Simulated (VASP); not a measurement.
Set up this calculation in VASP 6.6.1, as the native input.

| Quantity | Value |
| --- | --- |
| Task | single point |
| Functional | PBE |
| Potentials or basis | VASP PAW PBE potentials, release 64 (Mg, O) |
| Cutoff | 600 eV |
| k mesh | 8 × 8 × 8 |
| Occupations | fermi-dirac, width 0.02 eV |
| Spin | no spin polarisation |
| Dipole correction | no |
| Further INCAR settings | ALGO = Normal; EDIFF = 1e-06; NBANDS = 11 |

The structure of MgO (Periclase) lies in POSCAR:

```
MgO
1.0
    0.0070283333      2.1085000000      2.1085000000
    2.1085000000      0.0070283333      2.1085000000
    2.1155283333      2.1155283333      0.0000000000
Mg O
1 1
Direct
    0.0000000000      0.0000000000      0.0000000000
    0.5000000000      0.5000000000      0.5000000000
```

These files were run (other wordings do the same):

INCAR

```
SYSTEM = MgO
  PREC = Accurate
  ENCUT = 600
  EDIFF = 1E-6
  ISMEAR = -1
  SIGMA = 0.02
  LREAL = .False.
  LASPH = .True.
  NELM = 120
  ALGO = Normal
  ISIF = 2
  LWAVE = .False.
  LCHARG = .False.
  GGA = PE
  NBANDS = 11
  GGA_COMPAT = .False.
```

KPOINTS

```
regular mesh
0
Gamma
  8 8 8
  0 0 0
```

Potentials or basis: VASP PAW PBE potentials, release 64 (Mg, O).

The run is started by

```console
$ cat potpaw_PBE.64/Mg/POTCAR potpaw_PBE.64/O/POTCAR > POTCAR
$ mpirun -np 1 vasp_std > vasp.out
```

Results of the run:

```
Pressure               : 3.1 GPa
Band gap on the k mesh : 4.67 eV, direct
```

It took 13 s on 1 thread of Intel(R) Xeon(R) Platinum 8488C (Sapphire Rapids) (shared host), peak memory 0.15 GiB.
